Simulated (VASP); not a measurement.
# Al2GaSb3 (P3m1) in VASP: single point with PBEsol

Aim: the single point of Al2GaSb3 with PBEsol.

Everything below comes from runs of VASP 6.6.1. Logs are shortened: lines on timing, memory, paths and dates and some standing lists are left out, and cuts for length are marked.

## Step 1: The cell of the first run

It takes space group P3m1 (No. 156, trigonal). The conventional cell has a = 4.400 Å, b = 4.400 Å, c = 10.775 Å, α = 90.00°, β = 90.00°, γ = 120.00°. Al (site symmetry 3m) has 4 Sb at 2.69 Å within 3.6 Å. Al (site symmetry 3m) has 4 Sb at 2.69 to 2.70 Å within 3.6 Å. Within 3.5 Å of Ga (site symmetry 3m) lie 4 Sb at 2.69 Å. Sb (site symmetry 3m) has 3 Ga at 2.69 Å and 1 Al at 2.69 Å within 3.6 Å. Within 3.6 Å of Sb (site symmetry 3m) lie 4 Al at 2.69 to 2.70 Å. Sb (site symmetry 3m) has 1 Ga at 2.69 Å and 3 Al at 2.69 Å within 3.5 Å.

## Step 2: Single point, PBEsol

The input, INCAR:

```
SYSTEM = Al2GaSb3
ALGO = Normal
EDIFF = 1E-7
ENCUT = 520
GGA = PS
ISIF = 2
ISMEAR = 0
LASPH = .TRUE.
LCHARG = .FALSE.
LREAL = .FALSE.
LWAVE = .FALSE.
NBANDS = 26
NELM = 60
PREC = Accurate
SIGMA = 0.02
```

The input, KPOINTS:

```
k-points
0
G
  12 12 4
  0 0 0
```

The input, POSCAR:

```
Al2GaSb3
1.0
    4.3996576291      0.0000000000      0.0000000000
   -2.1998288146      3.8102152748      0.0000000000
    0.0000000000      0.0000000000     10.7746777000
Al Ga Sb
2 1 3
Direct
    0.0000000000      0.0000000000      0.2498730000
    0.6666666667      0.3333333333      0.5838520000
    0.3333333333      0.6666666667      0.9164620000
    0.0000000000      0.0000000000      0.9997540000
    0.6666666667      0.3333333333      0.3333150000
    0.3333333333      0.6666666667      0.6667430000
```

Potentials or basis: VASP PAW PBE potentials, release 64 (Al, Ga_d, Sb).

The run is started by

```sh
$ cat potpaw_PBE.64/Al/POTCAR potpaw_PBE.64/Ga_d/POTCAR potpaw_PBE.64/Sb/POTCAR > POTCAR
$ mpirun -np 1 vasp_std > vasp.out
```

OUTCAR:

```text
SYSTEM = Al2GaSb3
   EDIFF = 1E-7
   ENCUT = 520
   GGA = PS
   ISIF = 2
   ISMEAR = 0
   LASPH = .TRUE.
   LREAL = .FALSE.
   NELM = 60
   PREC = Accurate

 ion  position               nearest neighbor table
   1  0.000  0.000  0.250-   5 2.69   5 2.69   5 2.69   4 2.69
   2  0.667  0.333  0.584-   6 2.69   6 2.69   6 2.69   5 2.70
   3  0.333  0.667  0.916-   6 2.69   4 2.69   4 2.69   4 2.69
   4  0.000  0.000  1.000-   3 2.69   3 2.69   3 2.69   1 2.69
   5  0.667  0.333  0.333-   1 2.69   1 2.69   1 2.69   2 2.70
   6  0.333  0.667  0.667-   3 2.69   2 2.69   2 2.69   2 2.69

  LATTYP: Found a hexagonal cell.
 ALAT       =     4.3996576291
 C/A-ratio  =     2.4489809454

  Lattice vectors:

 A1 = (   4.3996576291,   0.0000000000,   0.0000000000)
 A2 = (  -2.1998288146,   3.8102152748,   0.0000000000)
 A3 = (   0.0000000000,   0.0000000000,  10.7746777000)

Analysis of symmetry for initial positions (statically):
=====================================================================
 Subroutine PRICEL returns:
 Original cell was already a primitive cell.

 Routine SETGRP: Setting up the symmetry group for a
 hexagonal supercell.

 Subroutine GETGRP returns: Found  6 space group operations
 (whereof  6 operations were pure point group operations)
 out of a pool of 24 trial point group operations.

The static configuration has the point symmetry C_3v.

Analysis of symmetry for dynamics (positions and initial velocities):
=====================================================================
 Subroutine PRICEL returns:
 Original cell was already a primitive cell.

 Routine SETGRP: Setting up the symmetry group for a
 hexagonal supercell.

 Subroutine GETGRP returns: Found  6 space group operations
 (whereof  6 operations were pure point group operations)
 out of a pool of 24 trial point group operations.

The dynamic configuration has the point symmetry C_3v.

 Subroutine INISYM returns: Found  6 space group operations
 (whereof  6 operations are pure point group operations),
 and found     1 'primitive' translations

----------------------------------------------------------------------------------------

                                     Primitive cell
[... 98 lines left out ...]
   NELM   =     60;   NELMIN=  2; NELMDL= -5     # of ELM steps
   EDIFF  = 0.1E-06   stopping-criterion for ELM
   LREAL  =      F    real-space projection
   EDIFFG = 0.1E-05   stopping-criterion for IOM
   NSW    =      0    number of steps for IOM
   IBRION =     -1    ionic relax: 0-MD 1-quasi-New 2-CG
   NFREE  =      0    steps in history (QN), initial steepest desc. (CG)
   ISIF   =      2    stress and relaxation
   ISYM   =      2    0-nonsym 1-usesym 2-fastsym
   POTIM  = 0.5000    time-step for ionic-motion
   TEBEG  =    0.0;   TEEND  =   0.0 temperature during run
   PSTRESS=    0.0 pullay stress
   NELECT =      34.0000    total number of electrons
   NUPDOWN=      -1.0000    fix difference up-down
   EMIN   =  10.00;   EMAX   =-10.00  energy-range for DOS
   EFERMI =   0.00;   METHOD = LEGACY
   ISMEAR =     0;   SIGMA  =   0.02  broadening in eV -4-tet -1-fermi 0-gaus
   EFERMI_NEDOS =   21; number of points for ismear=-14 and -15
   IALGO  =     38    algorithm
   IMIX   =      4    mixing-type and parameters
     AMIX     =   0.40;   BMIX     =  1.00
     AMIX_MAG =   1.60;   BMIX_MAG =  1.00
  volume/ion in A,a.u.               =      30.10       203.15
  Fermi-wavevector in a.u.,A,eV,Ry     =   0.938232  1.773001 11.976927  0.880279
  Thomas-Fermi vector in A             =   2.065423
   LORBIT       =      0    0 simple, 1 ext, 2 COOP (PROOUT), +10 PAW based schemes
   GGA     = PS    functional components
   LHFCALC =     F    Hartree Fock is set to
   AEXX    =    0.0000 exact exchange contribution
   IVDW    =     0    specifies the selected vdW correction
   LEPSILON=     F    determine dielectric tensor
   LRPA    =     F    only Hartree local field effects (RPA)
 non-spin polarized calculation
 Gauss-broadening in eV      SIGMA  =   0.02
  energy-cutoff  :      520.00
  volume of cell :      180.62
 maximum number of plane-waves:      4907
 NGX is ok and might be reduce to    36
   NGX = 17   NGY = 17   NGZ = 41

 number of electron      33.9999997 magnetization

 Free energy of the ion-electron system (eV)
  ---------------------------------------------------
  ext. energy  EPLUGINS =         0.00000000
  ---------------------------------------------------
  free energy    TOTEN  =       -25.84694832 eV

  energy without entropy =      -25.84694832  energy(sigma->0) =      -25.84694832

 E-fermi :   4.4369     XC(G=0):  -8.7788

 val. band max:        4.2992875803   @ k =   0.0000   0.0000   0.0000
 cond. band min:       4.6391269433   @ k =   0.0000   0.0000   0.0000
 fundamental gap:      0.3398393629
 Fermi energy:         4.4369389170

 k-point     1 :       0.0000    0.0000    0.0000
  band No.  band energies     occupation
      1     -10.4317      2.00000
      2     -10.4156      2.00000
      3     -10.4156      2.00000
      4     -10.3781      2.00000
      5     -10.3781      2.00000
      6      -6.4700      2.00000
[... 685 lines left out ...]
     25       8.4018      0.00000
     26       8.4258      0.00000

 [... further k-points ...]

------------------------ aborting loop because EDIFF is reached ----------------------------------------

  FORCE on cell =-STRESS in cart. coord.  units (eV):
  Direction    XX          YY          ZZ          XY          YZ          ZX
  --------------------------------------------------------------------------------------
  -------------------------------------------------------------------------------------
  Total       -1.8626297     -1.8626297     -1.8634866      0.0000000      0.0000000      0.0000000
  in kB      -16.5220683    -16.5220683    -16.5296694      0.0000000      0.0000000      0.0000000
  external PRESSURE =     -16.5246020 kB  Pullay stress =       0.0000000 kB

 VOLUME and BASIS-vectors are now :
 -----------------------------------------------------------------------------
  energy-cutoff  :      520.00
  volume of cell :      180.62
      direct lattice vectors                 reciprocal lattice vectors
     4.399657629  0.000000000  0.000000000     0.227290413  0.131226181  0.000000000
    -2.199828815  3.810215275  0.000000000     0.000000000  0.262452362  0.000000000
     0.000000000  0.000000000 10.774677700     0.000000000  0.000000000  0.092810201

 POSITION                                       TOTAL-FORCE (eV/Angst)
 -----------------------------------------------------------------------------------
      0.00000      0.00000      2.69230         0.000000     -0.000000     -0.001220
      2.19983      1.27007      6.29082        -0.000000     -0.000000      0.006230
     -0.00000      2.54014      9.87458         0.000000     -0.000000     -0.003983
      0.00000      0.00000     10.77203        -0.000000      0.000000     -0.077579
      2.19983      1.27007      3.59136        -0.000000      0.000000     -0.001715
     -0.00000      2.54014      7.18394        -0.000000      0.000000      0.078268
 -----------------------------------------------------------------------------------
    total drift:                                0.000000     -0.000000      0.000291

  FREE ENERGIE OF THE ION-ELECTRON SYSTEM (eV)
  ---------------------------------------------------
  free  energy   TOTEN  =       -25.8469483182 eV

  energy  without entropy=      -25.8469483182  energy(sigma->0) =      -25.84694832
```

stdout:

```text
POSCAR found type information on POSCAR AlGaSb
 POSCAR found :  3 types and       6 ions
 scaLAPACK will be used
 -----------------------------------------------------------------------------
|                                                                             |
|                                                                             |
|     You enforced a specific xc type in the INCAR file but a different       |
|     I HOPE YOU KNOW WHAT YOU ARE DOING!                                     |
|                                                                             |
 -----------------------------------------------------------------------------

 LDA part: xc-table for (Slater+PW92), standard interpolation
 POSCAR, INCAR and KPOINTS ok, starting setup
 FFT: planning ... GRIDC
 FFT: planning ... GRID_SOFT
 FFT: planning ... GRID
 WAVECAR not read
 entering main loop
```

Wall time 3.4 min (1 thread of Intel Xeon Platinum 8488C (Sapphire Rapids), shared host); peak memory 0.52 GiB.

What came out:

| Quantity | Value |
| --- | --- |
| Free energy | -25.8469 eV |
| Pressure | -1.7 GPa |
| Largest force | 0.078 eV/Å |
| Band gap on the k mesh | 0.34 eV, direct |

Forces on the atoms (eV/Å):
```
Al   0.000  0.000 -0.001
Al   0.000  0.000  0.006
Ga   0.000  0.000 -0.004
Sb   0.000  0.000 -0.078
Sb   0.000  0.000 -0.002
Sb   0.000  0.000  0.078
```

Caveat: the PAW data sets were made with another functional, which shifts forces and pressure a little; spin-orbit coupling is left out, which moves the levels of the heavy elements.
